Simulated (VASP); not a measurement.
# K4CuPb (F-43m) in VASP: a series of runs, part 2 of 2

VASP 6.6.1.

## 4. Relaxation of cell and atoms, PBE

INCAR reads:

```
SYSTEM = K4CuPb
PREC = Accurate ; ENCUT = 600
EDIFF = 1E-7 ; ISMEAR = 0
SIGMA = 0.1 ; LREAL = .False.
LASPH = .True. ; NELM = 100
ALGO = Normal ; ISIF = 3
LWAVE = .False. ; LCHARG = .False.
GGA = PE ; IBRION = 2
NSW = 90 ; EDIFFG = -0.04
```

KPOINTS reads:

```
regular mesh
0
Gamma
  4 4 4
  0 0 0
```

POSCAR reads:

```
K4CuPb
1.0
    0.0000000000      4.4085432200      4.4085432200
    4.4085432200      0.0000000000      4.4085432200
    4.4085432200      4.4085432200      0.0000000000
K Cu Pb
4 1 1
Direct
    0.8727561500      0.3757479500      0.3757479500
    0.3757479500      0.3757479500      0.3757479500
    0.3757479500      0.8727561500      0.3757479500
    0.3757479500      0.3757479500      0.8727561500
    0.0000000000      0.0000000000      0.0000000000
    0.7500000000      0.7500000000      0.7500000000
```

Potentials or basis: VASP PAW PBE potentials, release 64 (K_sv, Cu, Pb_d).

Command:

```console
cat potpaw_PBE.64/K_sv/POTCAR potpaw_PBE.64/Cu/POTCAR potpaw_PBE.64/Pb_d/POTCAR > POTCAR
mpirun -np 1 vasp_std > vasp.out
```

OUTCAR:

```text
SYSTEM = K4CuPb
   PREC = Accurate
   ENCUT = 600
   EDIFF = 1E-7
   ISMEAR = 0
   LREAL = .False.
   LASPH = .True.
   NELM = 100
   ISIF = 3
   GGA = PE
   IBRION = 2
   NSW = 90
   EDIFFG = -0.04

 ion  position               nearest neighbor table
   1  0.873  0.376  0.376-   2 3.10   3 3.10   4 3.10   2 3.14   4 3.14   3 3.14   6 3.65   6 3.65
                             6 3.65
   2  0.376  0.376  0.376-   1 3.10   3 3.10   4 3.10   4 3.14   3 3.14   1 3.14   6 3.65   6 3.65
                             6 3.65
   3  0.376  0.873  0.376-   1 3.10   2 3.10   4 3.10   4 3.14   2 3.14   1 3.14   6 3.65   6 3.65
                             6 3.65
   4  0.376  0.376  0.873-   1 3.10   2 3.10   3 3.10   2 3.14   3 3.14   1 3.14   6 3.65   6 3.65
                             6 3.65
   5  0.000  0.000  0.000-
   6  0.750  0.750  0.750-   3 3.65   4 3.65   1 3.65   4 3.65   1 3.65   3 3.65   2 3.65   2 3.65
                             2 3.65   1 3.65   3 3.65   4 3.65

[... 184 lines left out ...]
  Total        5.8705737      5.8705737      5.8705737      0.0000000      0.0000000     -0.0000000
  in kB       54.8878002     54.8878002     54.8878002      0.0000000      0.0000000     -0.0000000
  external PRESSURE =      54.8878002 kB  Pullay stress =       0.0000000 kB
[... 267 lines left out ...]
--------------------------------------- Ionic step        8  -------------------------------------------

 number of electron      61.0000009 magnetization

 Free energy of the ion-electron system (eV)
  ---------------------------------------------------
  ext. energy  EPLUGINS =         0.00000000
  ---------------------------------------------------
  free energy    TOTEN  =        -8.49800219 eV

  energy without entropy =       -8.47520726  energy(sigma->0) =       -8.48660473

 E-fermi :   1.3237     XC(G=0):  -7.3455

 val. band max:        1.3071364440   @ k =   0.0000   0.0000   0.0000
 cond. band min:       1.3667819246   @ k =   0.5000   0.2500   0.0000
 fundamental gap:      0.0596454806
 Fermi energy:         1.3236671996

 k-point     1 :       0.0000    0.0000    0.0000
  band No.  band energies     occupation
      1     -30.8936      2.00000
      2     -30.8062      2.00000
      3     -30.8062      2.00000
      4     -30.8062      2.00000
      5     -15.0545      2.00000
      6     -15.0545      2.00000
[... 334 lines left out ...]
  FREE ENERGIE OF THE ION-ELECTRON SYSTEM (eV)
  ---------------------------------------------------
  free  energy   TOTEN  =        -8.4980021927 eV

  energy  without entropy=       -8.4752072609  energy(sigma->0) =       -8.48660473

 reached required accuracy - stopping structural energy minimisation
```

OSZICAR:

```text
N       E                     dE             d eps       ncg     rms          rms(c)
DAV:   1     0.749664060728E+03    0.74966E+03   -0.29906E+04   576   0.191E+03
DAV:   2     0.736704371881E+02   -0.67599E+03   -0.65884E+03   600   0.519E+02
DAV:   3    -0.374631616787E+01   -0.77417E+02   -0.76291E+02   808   0.195E+02
[... 106 lines left out ...]
DAV:   6    -0.849800499003E+01    0.13119E-04   -0.74094E-05  1096   0.440E-02    0.827E-03
DAV:   7    -0.849800404905E+01    0.94098E-06   -0.58559E-06   908   0.137E-02    0.411E-03
DAV:   8    -0.849800263650E+01    0.14126E-05   -0.12529E-06   992   0.557E-03    0.117E-03
DAV:   9    -0.849800211537E+01    0.52113E-06   -0.14832E-07   456   0.199E-03    0.251E-04
DAV:  10    -0.849800219270E+01   -0.77333E-07   -0.21869E-08   340   0.142E-03
   8 F= -.84980022E+01 E0= -.84866047E+01  d E =-.318310E-02
```

CONTCAR:

```text
K4CuPb
   1.00000000000000
     0.0000000000000000    5.0223636869141863    5.0223636869141863
     5.0223636869141863    0.0000000000000000    5.0223636869141863
     5.0223636869141863    5.0223636869141863   -0.0000000000000000
  K               Cu              Pb
     4     1     1
Direct
     0.8755384532225703    0.3748205155924742    0.3748205155924742
     0.3748205155924742    0.3748205155924742    0.3748205155924742
     0.3748205155924742    0.8755384532225703    0.3748205155924742
     0.3748205155924742    0.3748205155924742    0.8755384532225703
     0.0000000000000000    0.0000000000000000    0.0000000000000000
     0.7500000000000000    0.7500000000000000    0.7500000000000000

  0.00000000E+00  0.00000000E+00  0.00000000E+00
  0.00000000E+00  0.00000000E+00  0.00000000E+00
  0.00000000E+00  0.00000000E+00  0.00000000E+00
  0.00000000E+00  0.00000000E+00  0.00000000E+00
  0.00000000E+00  0.00000000E+00  0.00000000E+00
  0.00000000E+00  0.00000000E+00  0.00000000E+00
```

Run time: 7.4 min. Hardware: 1 thread of Intel Xeon 6975P-C (Granite Rapids), shared host; peak memory 0.39 GiB.

Results:

| Quantity | Value |
| --- | --- |
| Free energy | -8.4980 eV |
| Relaxed volume | 42.23 Å³/atom |
| Relaxed cell | a = 7.103 Å, b = 7.103 Å, c = 7.103 Å, α = 60.00°, β = 60.00°, γ = 60.00° |
| Space group after relaxing (to 0.1 Å) | F-43m (No. 216) |
| Energy gained by relaxing | 166.9 meV/atom |
| Ionic steps | 8 |
| Pressure after relaxing | 0.0 GPa |
| Largest force after relaxing | 0.004 eV/Å |
| Band gap on the k mesh | zero (an odd number of electrons rules out a gap without spin polarisation) |

Forces in eV/Å, atoms in the order of the input:
```
K    0.002 -0.002 -0.002
K    0.002  0.002  0.002
K   -0.002  0.002 -0.002
K   -0.002 -0.002  0.002
Cu   0.000  0.000  0.000
Pb   0.000  0.000  0.000
```

Step by step:
```
step  energy change (eV)  largest force (eV/Å)  pressure (GPa)  volume (Å³)
   1              0.0000                0.2167            5.49       171.36
   2             -0.6295                0.1044            2.64       196.79
   3             -0.9617                0.0343            0.66       231.37
   4             -0.9968                0.0786            0.14       246.36
   5             -0.9986                0.0898            0.03       250.64
   6             -0.9983                0.0942           -0.02       252.44
   7             -1.0002                0.0619           -0.03       252.77
   8             -1.0015                0.0042           -0.04       253.37
```

Final structure:
```xyz
6
Lattice="0.0000 5.0224 5.0224 5.0224 0.0000 5.0224 5.0224 5.0224 0.0000" Properties=species:S:1:pos:R:3 pbc="T T T"
K     3.7650    6.2798    6.2798
K     3.7650    3.7650    3.7650
K     6.2798    3.7650    6.2798
K     6.2798    6.2798    3.7650
Cu    0.0000    0.0000    0.0000
Pb    7.5335    7.5335    7.5335
```

Caveat: the volume moved by over 15 % at a fixed basis, so the end points are rough; spin-orbit coupling is left out, which moves the levels of the heavy elements.

## 5. Single point, PBE

This run uses another cell than the first one, of 42.20 Å³/atom.

INCAR reads:

```
SYSTEM = K4CuPb
  PREC = Accurate
  ENCUT = 520
  EDIFF = 1E-6
  ISMEAR = 0
  SIGMA = 0.1
  LREAL = .False.
  LASPH = .True.
  NELM = 80
  ALGO = Fast
  ISIF = 2
  LWAVE = .False.
  LCHARG = .True.
  GGA = PE
  LELF = .True.
  LVHAR = .True.
  NBANDS = 40
```

KPOINTS reads:

```
Automatic mesh
0
Gamma
  8 8 8
  0 0 0
```

POSCAR reads:

```
K4CuPb
1.0
    0.0000000000      5.0214308158      5.0214308158
    5.0214308158      0.0000000000      5.0214308158
    5.0214308158      5.0214308158      0.0000000000
K Cu Pb
4 1 1
Direct
    0.6252046871      0.6252046871      0.1243859387
    0.6252046871      0.1243859387      0.6252046871
    0.1243859387      0.6252046871      0.6252046871
    0.6252046871      0.6252046871      0.6252046871
    0.0000000000      0.0000000000      0.0000000000
    0.2500000000      0.2500000000      0.2500000000
```

Command:

```console
cat potpaw_PBE.64/K_sv/POTCAR potpaw_PBE.64/Cu/POTCAR potpaw_PBE.64/Pb_d/POTCAR > POTCAR
mpirun -np 1 vasp_std > vasp.out
```

Wall time 15 min (1 thread of Intel Xeon 6975P-C (Granite Rapids), shared host); peak memory 0.59 GiB.

The run converged. Its results:

```
Free energy            : -8.5060 eV
Pressure               : 0.0 GPa
Largest force          : 0.015 eV/Å
Band gap on the k mesh : zero (an odd number of electrons rules out a gap without spin polarisation)
```

Forces in eV/Å, atoms in the order of the input:
```
K    0.009  0.009 -0.009
K    0.009 -0.009  0.009
K   -0.009  0.009  0.009
K   -0.009 -0.009 -0.009
Cu   0.000  0.000  0.000
Pb   0.000  0.000  0.000
```

Levels at points of the mesh, in eV from the Fermi level:
| k point | band 28 | band 29 | band 30 | band 31 | band 32 | band 33 | band 34 | band 35 |
| --- | --- | --- | --- | --- | --- | --- | --- | --- |
| (0.00, 0.00, 0.00) | -1.39 | -0.22 | -0.22 | -0.22 | -0.06 | 1.67 | 1.67 | 1.67 |
| (0.50, 0.00, 0.00) | -1.39 | -0.91 | -0.25 | -0.25 | 0.99 | 1.41 | 1.41 | 1.59 |
| (0.50, 0.50, 0.00) | -1.39 | -0.62 | -0.62 | -0.17 | -0.17 | 1.68 | 2.08 | 2.08 |

Caveat: spin-orbit coupling is left out, which moves the levels of the heavy elements.

## 6. Single point, PBE

This run uses another cell than the first one, of 42.20 Å³/atom.

INCAR reads:

```
PREC = Accurate ; ENCUT = 520
EDIFF = 1E-6 ; ISMEAR = 0
SIGMA = 0.1 ; LREAL = False
LASPH = True ; NELM = 60
ALGO = Fast ; ISIF = 2
LWAVE = False ; LCHARG = False
GGA = PE ; NBANDS = 40
```

KPOINTS reads:

```
regular mesh
0
Gamma
  8 8 8
```

POSCAR is that of step 5.

Potentials or basis: VASP PAW PBE potentials, release 64 (K_sv, Cu, Pb_d).

Command:

```console
cat potpaw_PBE.64/K_sv/POTCAR potpaw_PBE.64/Cu/POTCAR potpaw_PBE.64/Pb_d/POTCAR > POTCAR
mpirun -np 1 vasp_std > vasp.out
```

Run time: 17 min. Hardware: 1 thread of Intel Xeon 6975P-C (Granite Rapids), shared host; peak memory 0.58 GiB.

Results (log left out):

- Free energy: -8.5060 eV
- Pressure: 0.0 GPa
- Largest force: 0.015 eV/Å
- Band gap on the k mesh: zero (an odd number of electrons rules out a gap without spin polarisation)

Forces in eV/Å, atoms in the order of the input:
```
K    0.009  0.009 -0.009
K    0.009 -0.009  0.009
K   -0.009  0.009  0.009
K   -0.009 -0.009 -0.009
Cu   0.000  0.000  0.000
Pb   0.000  0.000  0.000
```

Levels at points of the mesh, in eV from the Fermi level:
```tsv
k point	band 27	band 28	band 29	band 30	band 31	band 32	band 33	band 34	band 35	band 36
(0.00, 0.00, 0.00)	-1.39	-1.39	-0.22	-0.22	-0.22	-0.06	1.67	1.67	1.67	1.87
(0.50, 0.00, 0.00)	-1.39	-1.39	-0.91	-0.25	-0.25	0.99	1.41	1.41	1.59	2.38
(0.50, 0.50, 0.00)	-1.40	-1.39	-0.62	-0.62	-0.17	-0.17	1.68	2.08	2.08	2.22
```

Caveat: spin-orbit coupling is left out, which moves the levels of the heavy elements.

## 7. Summary

```tsv
task	cell	k mesh	cutoff (eV)	gap on the mesh (eV)	pressure (GPa)	largest force (eV/Å)
single point	a = 6.235 Å, angles 60.0°, 6 atoms, atomic positions A	4 × 4 × 4	520	none	5.5	0.22
single point	a = 6.977 Å, angles 60.0°, 6 atoms, atomic positions B	4 × 4 × 4	520	none	0.3	-
relaxation of cell and atoms	relaxed from a = 6.235 Å, angles 60.0°, 6 atoms, atomic positions A	4 × 4 × 4	600	none	0.0	-
single point	a = 7.101 Å, angles 60.0°, 6 atoms, atomic positions B	8 × 8 × 8	520	none	0.0	0.01
```

Alike in all rows: level PBE; potentials or basis VASP PAW PBE potentials, release 64 (K_sv, Cu, Pb_d); no spin polarisation; smearing gaussian 0.1 eV.

Caveats: spin-orbit coupling is left out, which moves the levels of the heavy elements; the cell stands under pressure (at least some runs); the volume moved by over 15 % at a fixed basis, so the end points are rough (at least some runs).

Absolute energies hang on the potentials; compare differences alone.

The gap in the log of VASP goes by the Fermi energy; the results here count the filled bands.